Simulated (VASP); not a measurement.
**KCl (Sylvite): single point with PBE**

KCl (Sylvite):

```
K Cl
1.0
     0.00000    3.22076    3.22076
     3.22076    0.00000    3.22076
     3.22076    3.22076    0.00000
K Cl
1 1
Direct
  0.00000 0.00000 0.00000
  0.50000 0.50000 0.50000
```

This cell differs from its parent crystal: volume scaled by 1.03.

```
Program             : VASP 6.6.1
Task                : single point
Functional          : PBE
Potentials or basis : VASP PAW PBE potentials, release 64 (K_sv, Cl)
Cutoff              : 520 eV
k mesh              : 6 × 6 × 6
Occupations         : gaussian, width 0.02 eV
Spin                : no spin polarisation
```

```yaml
Pressure: -0.4 GPa
Band_gap_on_the_k_mesh: 4.95 eV, direct
```

Levels at points of the mesh, in eV from the valence-band top:
| k point | band 5 | band 6 | band 7 | band 8 | band 9 | band 10 | band 11 | band 12 |
| --- | --- | --- | --- | --- | --- | --- | --- | --- |
| (0.00, 0.00, 0.00) | -10.83 | 0.00 | 0.00 | 0.00 | 4.95 | 8.33 | 8.33 | 8.33 |
| (0.50, 0.00, 0.00) | -10.63 | -0.94 | -0.27 | -0.27 | 7.38 | 8.32 | 10.29 | 10.29 |
| (0.50, 0.50, 0.00) | -10.88 | -0.61 | -0.21 | -0.21 | 6.58 | 8.03 | 9.66 | 10.09 |

It took 55 s on 1 thread of AMD EPYC 7R13, on a shared host, peak memory 0.17 GiB.
